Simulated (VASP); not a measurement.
The system is Al3Ru.

```
CELL_PARAMETERS angstrom
5.21714 0.00000 0.00000
0.00000 5.21714 0.00000
0.00000 0.00000 5.21714
ATOMIC_POSITIONS crystal
Al 0.50000 0.25000 0.00000
Al 0.50000 0.75000 0.00000
Al 0.25000 0.00000 0.50000
Al 0.75000 0.00000 0.50000
Al 0.00000 0.50000 0.25000
Al 0.00000 0.50000 0.75000
Ru 0.50000 0.50000 0.50000
Ru 0.00000 0.00000 0.00000
```

The cell was generated, and may not be a known phase.

```yaml
Program: VASP 6.6.1
Task: relaxation of cell and atoms
Functional: PBE
Potentials_or_basis: VASP PAW PBE potentials, release 64 (Al, Ru_pv)
Cutoff: 600 eV
k_mesh: 4 × 4 × 4
Occupations: gaussian, width 0.1 eV
Spin: no spin polarisation
```

At the start: pressure -17.4 GPa; volume 17.75 Å³/atom.

Task: How do energy, volume and symmetry change on relaxing?

Result: Over 3 steps the energy falls by 191.5 meV/atom and the volume is 14.79 Å³/atom (-16.7 %); space group Pm-3n (No. 223, to 0.1 Å) before and after.

The path:
```
step  energy change (eV)  largest force (eV/Å)  pressure (GPa)  volume (Å³)
   1              0.0000                0.0000          -17.37       142.00
   2             -0.8736                0.0000           19.18       106.00
   3             -1.5316                0.0000           -0.24       118.29
```

Final structure:
```yaml
crystal:
  lattice:
    - [4.90888, 0.00000, 0.00000]
    - [0.00000, 4.90888, 0.00000]
    - [0.00000, 0.00000, 4.90888]
  atoms:
    - { symbol: Al, position: [0.50000, 0.25000, 0.00000] }
    - { symbol: Al, position: [0.50000, 0.75000, 0.00000] }
    - { symbol: Al, position: [0.25000, 0.00000, 0.50000] }
    - { symbol: Al, position: [0.75000, 0.00000, 0.50000] }
    - { symbol: Al, position: [0.00000, 0.50000, 0.25000] }
    - { symbol: Al, position: [0.00000, 0.50000, 0.75000] }
    - { symbol: Ru, position: [0.50000, 0.50000, 0.50000] }
    - { symbol: Ru, position: [0.00000, 0.00000, 0.00000] }
```

Caveat: the volume moved by over 15 % at a fixed basis, so the end points are rough.
